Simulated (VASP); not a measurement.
**HfB: single point with RPBE**

The system is HfB.

```
Hf B
1.0
     0.00000    2.31000    2.31000
     2.31000    0.00000    2.31000
     2.31000    2.31000    0.00000
Hf B
1 1
Direct
  0.50000 0.50000 0.50000
  0.00000 0.00000 0.00000
```

```
Program                : VASP 6.6.1
Task                   : single point
Functional             : RPBE
Potentials or basis    : VASP PAW PBE potentials, release 64 (Hf_pv, B)
Cutoff                 : 520 eV
k mesh                 : 10 × 10 × 10
Occupations            : fermi-dirac, width 0.05 eV
Spin                   : no spin polarisation
Dipole correction      : no
Further INCAR settings : ALGO = Normal; EDIFF = 1e-07; NBANDS = 14
```

```
Pressure : 34.3 GPa
```

Levels at points of the mesh, in eV from the Fermi level:
| k point | band 5 | band 6 | band 7 | band 8 | band 9 | band 10 |
| --- | --- | --- | --- | --- | --- | --- |
| (0.00, 0.00, 0.00) | 2.24 | 2.24 | 2.24 | 3.98 | 3.98 | 3.98 |
| (0.50, 0.00, 0.00) | -4.11 | -1.35 | -1.35 | 6.60 | 6.60 | 7.65 |
| (0.50, 0.50, 0.00) | -1.08 | -0.92 | 2.38 | 2.38 | 6.28 | 7.97 |

Wall time 27 s on 1 thread of Intel Xeon 8259CL, with other jobs on the host, peak memory 0.15 GiB.

Caveat: the PAW data sets were made with another functional, which shifts forces and pressure a little; spin-orbit coupling is left out, which moves the levels of the heavy elements.
